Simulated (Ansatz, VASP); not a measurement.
## AgCl in VASP and in Ansatz

```
Ag Cl
1.0
     0.00000    2.80964    2.80964
     2.80964    0.00000    2.80964
     2.80964    2.80964    0.00000
Ag Cl
1 1
Cartesian
  2.8096 2.8096 2.8096
  0.0000 0.0000 0.0000
```

Change from the starting cell: volume scaled by 1.04.

Alike in both runs: task single point; functional PBE; k mesh 9 × 9 × 9; occupations fermi-dirac, width 0.01 eV; no spin polarisation.

|  | VASP | Ansatz |
| --- | --- | --- |
| version | VASP 6.6.1 | Ansatz 0.2.0 |
| potentials or method | VASP PAW PBE potentials, release 64 (Ag, Cl), cutoff 520 eV | all-electron LAPW, scalar-relativistic |

VASP gave:

- gap on the k mesh at the Fermi level (eV): 0.96
- pressure (GPa): -0.3

Question: What did Ansatz give for the same quantities?

Answer: gap on the k mesh at the Fermi level (eV): 0.97; pressure (GPa): -0.2.

Ansatz ran all-electron here, and VASP with PAW potentials.
